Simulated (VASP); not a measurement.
Write the native input for VASP 6.6.1 that does the following.

* Task: single point
* Functional: PBE
* Potentials or basis: VASP PAW PBE potentials, release 64 (Sn_d)
* Cutoff: 520 eV
* k mesh: 20 × 20 × 20
* Occupations: fermi-dirac, width 0.0612256 eV
* Spin: no spin polarisation
* Dipole correction: no
* Further INCAR settings: ALGO = Normal; EDIFF = 1e-06; NBANDS = 13

The structure of Sn lies in POSCAR:

```
Sn
1.0
    0.0000000000      2.4397515424      2.4397515424
    2.4397515424      0.0000000000      2.4397515424
    2.4397515424      2.4397515424      0.0000000000
Sn
1
Direct
    0.0000000000      0.0000000000      0.0000000000
```

This isn't the form of Sn at room conditions, which is tetragonal (white tin).

These files were run (other wordings do the same):

INCAR

```
SYSTEM = Sn
ALGO     = Normal         ! electronic algorithm
EDIFF    = 1E-6           ! SCF threshold, eV
ENCUT    = 520            ! plane-wave cutoff, eV
GGA      = PE             ! functional
ISIF     = 2              ! what is computed and relaxed
ISMEAR   = -1             ! smearing method
LASPH    = .True.         ! aspherical terms in the spheres
LCHARG   = .False.        ! write CHGCAR
LREAL    = .False.        ! projectors in reciprocal space
LWAVE    = .False.        ! write WAVECAR
NBANDS   = 13             ! bands
NELM     = 100            ! most SCF steps
PREC     = Accurate       ! precision mode
SIGMA    = 0.06122561905347299 ! smearing width, eV
```

KPOINTS

```
k-points
0
Gamma
  20 20 20
  0 0 0
```

Potentials or basis: VASP PAW PBE potentials, release 64 (Sn_d).

The run is started by

```bash
$ cat potpaw_PBE.64/Sn_d/POTCAR > POTCAR
$ mpirun -np 1 vasp_std > vasp.out
```

Results of the run:

```json
{
 "Pressure": "-1.5 GPa",
 "Band gap on the k mesh": "zero (bands 7 and 8 overlap by 8.99 eV)"
}
```

Caveat: spin-orbit coupling is left out, which moves the levels of the heavy elements.

It took 35 s on 1 thread of Intel(R) Xeon(R) 6975P-C (Granite Rapids), on a shared host, peak memory 0.22 GiB.
